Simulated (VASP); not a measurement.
Here is a VASP 6.6.1 calculation.

File POSCAR:

```
GaN
1.0
    0.0000000000      2.2535006075      2.2535006075
    2.2535006075      0.0000000000      2.2535006075
    2.2535006075      2.2535006075      0.0000000000
Ga N
1 1
Direct
    0.0000000000      0.0000000000      0.0000000000
    0.2500000000      0.2500000000      0.2500000000
```

INCAR.step1

```
  ALGO = Normal
  EDIFF = 1E-4
  ENCUT = 520
  GGA = PE
  ISMEAR = -1
  LASPH = True
  LCHARG = False
  LREAL = False
  LWAVE = True
  NBANDS = 16
  NELM = 80
  PREC = Accurate
  SIGMA = 0.05
```

File INCAR.step2:

```
  ALGO = Normal
  EDIFF = 1E-6
  ENCUT = 520
  ISIF = 2
  ISMEAR = -1
  ISTART = 1
  IVDW = 13
  LASPH = True
  LCHARG = True
  LELF = True
  LMIXTAU = True
  LREAL = False
  LVHAR = True
  LWAVE = False
  METAGGA = R2SCAN
  NBANDS = 16
  NELM = 80
  PREC = Accurate
  SIGMA = 0.05
  VDW_A1 = 0.51559235
  VDW_A2 = 5.77342911
  VDW_S6 = 1.0
  VDW_S8 = 0.6018749
```

File KPOINTS:

```
k-points
0
Gamma
  10 10 10
```

Potentials or basis: VASP PAW PBE potentials, release 64 (Ga_d, N).

Launch:

```bash
$ cat potpaw_PBE.64/Ga_d/POTCAR potpaw_PBE.64/N/POTCAR > POTCAR
$ cp INCAR.step1 INCAR
$ mpirun -np 1 vasp_std > vasp.out
$ cp INCAR.step2 INCAR
$ mpirun -np 1 vasp_std > vasp.out
```

(1) Estimate the pressure.

(2) Predict the dispersion energy per atom.

(3) Estimate the band gap on the k mesh.

## Answers

(1) -2.1 GPa.

(2) -0.145 eV.

(3) 2.12 eV.

Caveat: the PAW data sets were made with another functional, which shifts forces and pressure a little.
